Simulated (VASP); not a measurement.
# GaN (F-43m) in VASP: settings compared, part 2 of 2

VASP 6.6.1. The steps go on from the part before.

## Step 4: Single point, BLYP

This run uses another cell than the first one, of 12.17 Å³/atom, 1.011 times its volume.

Input file INCAR:

```
PREC = Accurate
ENCUT = 520
EDIFF = 1E-6
ISMEAR = -1
SIGMA = 0.05
LREAL = False
LASPH = True
NELM = 80
ALGO = Normal
ISIF = 2
LWAVE = False
LCHARG = False
GGA = B5
ALDAX = 1.0
AGGAX = 1.0
AGGAC = 1.0
ALDAC = 0.0
NBANDS = 16
```

Input file KPOINTS:

```
Automatic mesh
0
Gamma
  10 10 10
```

Input file POSCAR:

```
GaN
1.0
    0.0000000000      2.2999562395      2.2999562395
    2.2999562395      0.0000000000      2.2999562395
    2.2999562395      2.2999562395      0.0000000000
Ga N
1 1
Direct
    0.0000000000      0.0000000000      0.0000000000
    0.2500000000      0.2500000000      0.2500000000
```

Potentials or basis: VASP PAW PBE potentials, release 64 (Ga_d, N).

The run is started by

```bash
> cat potpaw_PBE.64/Ga_d/POTCAR potpaw_PBE.64/N/POTCAR > POTCAR
> mpirun -np 1 vasp_std > vasp.out
```

OUTCAR:

```text
PREC = Accurate
   ENCUT = 520
   EDIFF = 1E-6
   ISMEAR = -1
   LREAL = False
   LASPH = True
   NELM = 80
   ISIF = 2
   GGA = B5

 ion  position               nearest neighbor table
   1  0.000  0.000  0.000-   2 1.99   2 1.99   2 1.99   2 1.99
   2  0.250  0.250  0.250-   1 1.99   1 1.99   1 1.99   1 1.99

  LATTYP: Found a face centered cubic cell.
 ALAT       =     4.5999124790

  Lattice vectors:

 A1 = (   0.0000000000,   2.2999562395,   2.2999562395)
 A2 = (   2.2999562395,   0.0000000000,   2.2999562395)
 A3 = (   2.2999562395,   2.2999562395,   0.0000000000)

Analysis of symmetry for initial positions (statically):
=====================================================================
 Subroutine PRICEL returns:
 Original cell was already a primitive cell.

 Routine SETGRP: Setting up the symmetry group for a
 face centered cubic supercell.

 Subroutine GETGRP returns: Found 24 space group operations
 (whereof 24 operations were pure point group operations)
 out of a pool of 48 trial point group operations.

The static configuration has the point symmetry T_d .

Analysis of symmetry for dynamics (positions and initial velocities):
=====================================================================
 Subroutine PRICEL returns:
 Original cell was already a primitive cell.

 Routine SETGRP: Setting up the symmetry group for a
 face centered cubic supercell.

 Subroutine GETGRP returns: Found 24 space group operations
 (whereof 24 operations were pure point group operations)
 out of a pool of 48 trial point group operations.

The dynamic configuration has the point symmetry T_d .

 Subroutine INISYM returns: Found 24 space group operations
 (whereof 24 operations are pure point group operations),
 and found     1 'primitive' translations

----------------------------------------------------------------------------------------

                                     Primitive cell

  volume of cell :      24.3326

  direct lattice vectors                    reciprocal lattice vectors
     0.000000000  2.299956240  2.299956240    -0.217395441  0.217395441  0.217395441
     2.299956240  0.000000000  2.299956240     0.217395441 -0.217395441  0.217395441
     2.299956240  2.299956240  0.000000000     0.217395441  0.217395441 -0.217395441

  length of vectors
     3.252629307  3.252629307  3.252629307     0.376539948  0.376539948  0.376539948

  position of ions in fractional coordinates (direct lattice)
     0.000000000  0.000000000  0.000000000
     0.250000000  0.250000000  0.250000000

  ion indices of the primitive-cell ions
   primitive index   ion index
                 1           1
                 2           2

----------------------------------------------------------------------------------------

 KPOINTS: Automatic mesh

Automatic generation of k-mesh.
 Grid dimensions read from file:
 generate k-points for:   10   10   10

 Generating k-lattice:

  Cartesian coordinates                     Fractional coordinates (reciprocal lattice)
    -0.021739544  0.021739544  0.021739544     0.100000000  0.000000000  0.000000000
     0.021739544 -0.021739544  0.021739544     0.000000000  0.100000000  0.000000000
     0.021739544  0.021739544 -0.021739544     0.000000000  0.000000000  0.100000000

  Length of vectors
     0.037653995  0.037653995  0.037653995

  Shift w.r.t. Gamma in fractional coordinates (k-lattice)
     0.000000000  0.000000000  0.000000000

 Subroutine IBZKPT returns following result:
 ===========================================

 Found     47 irreducible k-points:

 Following reciprocal coordinates:
            Coordinates               Weight
  0.000000  0.000000  0.000000      1.000000
  0.100000  0.000000  0.000000      8.000000
  0.200000  0.000000  0.000000      8.000000
  0.300000  0.000000  0.000000      8.000000
  0.400000  0.000000  0.000000      8.000000
  0.500000  0.000000  0.000000      4.000000
[... 16 lines left out ...]
  0.300000  0.300000  0.000000      6.000000
  0.400000  0.300000  0.000000     24.000000
 [... further k-points ...]
   k-points           NKPTS =     47   k-points in BZ     NKDIM =     47   number of bands    NBANDS=     16
   number of dos      NEDOS =    301   number of ions     NIONS =      2
   total plane-waves  NPLWV =  13824
   dimension x,y,z NGX =    24 NGY =   24 NGZ =   24
   dimension x,y,z NGXF=    48 NGYF=   48 NGZF=   48
   ions per type =               1   1
   NGX,Y,Z   is equivalent  to a cutoff of  12.27, 12.27, 12.27 a.u.
   NGXF,Y,Z  is equivalent  to a cutoff of  24.53, 24.53, 24.53 a.u.
 SYSTEM =  unknown system
   PREC   = accura    normal or accurate (medium, high low for compatibility)
   ISTART =      0    job   : 0-new  1-cont  2-samecut
   ICHARG =      2    charge: 1-file 2-atom 10-const
   ISPIN  =      1    spin polarized calculation?
   LNONCOLLINEAR =      F non collinear calculations
   LSORBIT =      F    spin-orbit coupling
   LASPH  =      T    aspherical Exc in radial PAW
   ENCUT  =  520.0 eV  38.22 Ry    6.18 a.u.   6.05  6.05  6.05*2*pi/ulx,y,z
   NELM   =     80;   NELMIN=  2; NELMDL= -5     # of ELM steps
   EDIFF  = 0.1E-05   stopping-criterion for ELM
   LREAL  =      F    real-space projection
   EDIFFG = 0.1E-04   stopping-criterion for IOM
   NSW    =      0    number of steps for IOM
   IBRION =     -1    ionic relax: 0-MD 1-quasi-New 2-CG
   NFREE  =      0    steps in history (QN), initial steepest desc. (CG)
   ISIF   =      2    stress and relaxation
   ISYM   =      2    0-nonsym 1-usesym 2-fastsym
   POTIM  = 0.5000    time-step for ionic-motion
   TEBEG  =    0.0;   TEEND  =   0.0 temperature during run
   PSTRESS=    0.0 pullay stress
   NELECT =      18.0000    total number of electrons
   NUPDOWN=      -1.0000    fix difference up-down
   EMIN   =  10.00;   EMAX   =-10.00  energy-range for DOS
   EFERMI =   0.00;   METHOD = LEGACY
   ISMEAR =    -1;   SIGMA  =   0.05  broadening in eV -4-tet -1-fermi 0-gaus
   EFERMI_NEDOS =   21; number of points for ismear=-14 and -15
   IALGO  =     38    algorithm
   IMIX   =      4    mixing-type and parameters
     AMIX     =   0.40;   BMIX     =  1.00
     AMIX_MAG =   1.60;   BMIX_MAG =  1.00
  volume/ion in A,a.u.               =      12.17        82.10
  Fermi-wavevector in a.u.,A,eV,Ry     =   1.480594  2.797918 29.826143  2.192160
  Thomas-Fermi vector in A             =   2.594609
   LORBIT       =      0    0 simple, 1 ext, 2 COOP (PROOUT), +10 PAW based schemes
   GGA     = B5    functional components
   LHFCALC =     F    Hartree Fock is set to
   AEXX    =    0.0000 exact exchange contribution
   IVDW    =     0    specifies the selected vdW correction
   LEPSILON=     F    determine dielectric tensor
   LRPA    =     F    only Hartree local field effects (RPA)
 non-spin polarized calculation
  energy-cutoff  :      520.00
  volume of cell :       24.33
 maximum number of plane-waves:       666
   NGX = 13   NGY = 13   NGZ = 13

 number of electron      17.9999987 magnetization

 Free energy of the ion-electron system (eV)
  ---------------------------------------------------
  ext. energy  EPLUGINS =         0.00000000
  ---------------------------------------------------
  free energy    TOTEN  =       -11.01702458 eV

  energy without entropy =      -11.01702457  energy(sigma->0) =      -11.01702457

 E-fermi :   5.7771     XC(G=0): -10.7911

 val. band max:        5.0281909434   @ k =   0.0000   0.0000   0.0000
 cond. band min:       6.4320397178   @ k =   0.0000   0.0000   0.0000
 fundamental gap:      1.4038487744
 Fermi energy:         5.7771394138

 k-point     1 :       0.0000    0.0000    0.0000
  band No.  band energies     occupation
      1     -10.3214      2.00000
      2      -8.4798      2.00000
      3      -8.4798      2.00000
      4      -8.4798      2.00000
      5      -8.2219      2.00000
      6      -8.2219      2.00000
[... 8 lines left out ...]
     15      23.6625      0.00000
     16      23.6625      0.00000

 k-point     2 :       0.1000    0.0000    0.0000
  band No.  band energies     occupation
      1     -10.2310      2.00000
      2      -8.4686      2.00000
      3      -8.4686      2.00000
      4      -8.4314      2.00000
      5      -8.2228      2.00000
      6      -8.2228      2.00000
[... 8 lines left out ...]
     15      22.3872      0.00000
     16      22.3872      0.00000
[... 387 lines left out ...]
      5      -8.1800      2.00000
      6      -7.5909      2.00000
[... 8 lines left out ...]
     15      26.6080      0.00000
     16      26.6747      0.00000

 k-point    24 :       0.4000    0.3000    0.0000
  band No.  band energies     occupation
      1      -9.6514      2.00000
      2      -8.3629      2.00000
      3      -8.2962      2.00000
      4      -8.2958      2.00000
      5      -8.1715      2.00000
      6      -7.1382      2.00000
[... 8 lines left out ...]
     15      26.5288      0.00000
     16      26.9256      0.00000

 [... further k-points ...]
[... 5 lines left out ...]
  --------------------------------------------------------------------------------------
  -------------------------------------------------------------------------------------
  Total        0.1395614      0.1395614      0.1395614      0.0000000      0.0000000     -0.0000000
  in kB        9.1894014      9.1894014      9.1894014      0.0000000      0.0000000     -0.0000000
  external PRESSURE =       9.1894014 kB  Pullay stress =       0.0000000 kB

 VOLUME and BASIS-vectors are now :
 -----------------------------------------------------------------------------
  energy-cutoff  :      520.00
  volume of cell :       24.33
      direct lattice vectors                 reciprocal lattice vectors
     0.000000000  2.299956240  2.299956240    -0.217395441  0.217395441  0.217395441
     2.299956240  0.000000000  2.299956240     0.217395441 -0.217395441  0.217395441
     2.299956240  2.299956240  0.000000000     0.217395441  0.217395441 -0.217395441

 POSITION                                       TOTAL-FORCE (eV/Angst)
 -----------------------------------------------------------------------------------
      0.00000      0.00000      0.00000        -0.000000     -0.000000     -0.000000
      1.14998      1.14998      1.14998         0.000000      0.000000      0.000000
 -----------------------------------------------------------------------------------
    total drift:                                0.000002      0.000002      0.000002

  FREE ENERGIE OF THE ION-ELECTRON SYSTEM (eV)
  ---------------------------------------------------
  free  energy   TOTEN  =       -11.0170245762 eV

  energy  without entropy=      -11.0170245698  energy(sigma->0) =      -11.01702457
```

OSZICAR:

```text
N       E                     dE             d eps       ncg     rms          rms(c)
DAV:   1     0.864345124826E+02    0.86435E+02   -0.94163E+03  1672   0.197E+03
DAV:   2    -0.691499016190E+01   -0.93350E+02   -0.87496E+02  1776   0.337E+02
DAV:   3    -0.132603437202E+02   -0.63454E+01   -0.63189E+01  1784   0.733E+01
DAV:   4    -0.133363910324E+02   -0.76047E-01   -0.76041E-01  1928   0.867E+00
DAV:   5    -0.133373993653E+02   -0.10083E-02   -0.10083E-02  1776   0.886E-01    0.832E+00
DAV:   6    -0.110313181767E+02    0.23061E+01   -0.62838E+00  2264   0.420E+01    0.273E+00
DAV:   7    -0.110288649680E+02    0.24532E-02   -0.36887E-01  1656   0.802E+00    0.177E+00
DAV:   8    -0.110237652020E+02    0.50998E-02   -0.99016E-02  1736   0.369E+00    0.105E+00
DAV:   9    -0.110166991657E+02    0.70660E-02   -0.16871E-02  2288   0.265E+00    0.339E-01
DAV:  10    -0.110171264097E+02   -0.42724E-03   -0.15506E-03  1616   0.411E-01    0.147E-01
DAV:  11    -0.110170213799E+02    0.10503E-03   -0.31790E-04  2400   0.367E-01    0.242E-02
DAV:  12    -0.110170251105E+02   -0.37306E-05   -0.34299E-05  1616   0.515E-02    0.143E-02
DAV:  13    -0.110170245762E+02    0.53426E-06   -0.88648E-07  1480   0.119E-02
   1 F= -.11017025E+02 E0= -.11017025E+02  d E =-.638725E-08
```

stdout:

```text
POSCAR found type information on POSCAR GaN
 POSCAR found :  2 types and       2 ions
 scaLAPACK will be used
 -----------------------------------------------------------------------------
|                                                                             |
|                                                                             |
|     You enforced a specific xc type in the INCAR file but a different       |
|     I HOPE YOU KNOW WHAT YOU ARE DOING!                                     |
|                                                                             |
 -----------------------------------------------------------------------------

 LDA part: xc-table for (Slater(with rela. corr.)+VWN5), standard interpolation
 POSCAR, INCAR and KPOINTS ok, starting setup
 FFT: planning ... GRIDC
 FFT: planning ... GRID_SOFT
 FFT: planning ... GRID
 WAVECAR not read
 entering main loop
```

Run time: 16 s. Hardware: 1 thread of Intel Xeon Platinum 8559C (Emerald Rapids), shared host; peak memory 0.14 GiB.

What came out:

| Quantity | Value |
| --- | --- |
| Free energy | -11.0170 eV |
| Pressure | 0.9 GPa |
| Band gap on the k mesh | 1.40 eV, direct |

Caveat: the PAW data sets were made with another functional, which shifts forces and pressure a little.

## Step 5: Summary

| level | cell | gap on the mesh (eV) | pressure (GPa) |
| --- | --- | --- | --- |
| RPBE | a = 3.240 Å, angles 60.0°, 2 atoms | 1.46 | 0.1 |
| revPBE | a = 3.234 Å, angles 60.0°, 2 atoms | 1.48 | 0.1 |
| BLYP | a = 3.253 Å, angles 60.0°, 2 atoms | 1.40 | 0.9 |

Alike in all rows: task single point; potentials or basis VASP PAW PBE potentials, release 64 (Ga_d, N); no spin polarisation; k mesh 10 × 10 × 10; cutoff (eV) 520; smearing fermi-dirac 0.05 eV.

Caveats: the PAW data sets were made with another functional, which shifts forces and pressure a little.

Absolute energies hang on the potentials; compare differences alone.
